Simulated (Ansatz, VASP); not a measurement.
**One calculation of Cd4SeS3, two programs**

```
CELL_PARAMETERS angstrom
-2.99850 2.99850 5.99260
2.99850 -2.99850 5.99260
2.99850 2.99850 -5.99260
ATOMIC_POSITIONS crystal
Cd 0.61443 0.61443 0.48510
Cd 0.12932 0.12932 0.51490
Cd 0.38557 0.87068 0.00000
Cd 0.87068 0.38557 0.00000
Se 0.00000 0.00000 0.00000
S 0.25000 0.75000 0.50000
S 0.75000 0.25000 0.50000
S 0.50000 0.50000 0.00000
```

Alike in both runs: functional PBE; k mesh 3 × 3 × 3; occupations gaussian, width 0.15 eV; no spin polarisation.

Ansatz relaxed the structure, and its values are those at the end. VASP's run is a single point on that final structure, the one shown.

|  | VASP | Ansatz |
| --- | --- | --- |
| version | VASP 6.6.1 | Ansatz 0.2.0 |
| potentials or method | VASP PAW PBE potentials, release 64 (Cd, Se, S), cutoff 520 eV | scalar-relativistic, plane waves, PAW |
| valence electrons in the cell | 72 | 114 |

|  | VASP | Ansatz | Ansatz less VASP |
| --- | --- | --- | --- |
| gap on the k mesh at the Fermi level (eV) | 0.88 | 0.88 | -0.001 |
| least direct gap on the mesh (eV) | 0.88 | 0.88 | -0.001 |
| pressure (GPa) | 0.2 | -0.1 | -0.28 |
| rms of the force components (eV/Å) | 0.007 | 0.006 | -0.0005 |

With one functional, cell and mesh, what is left measures potentials, basis and numerics. VASP's potentials hold 72 valence electrons a cell and Ansatz's 114, so a difference there can come from the potentials and not from the codes.

The k mesh is coarse, so the values compare programs but aren't converged.
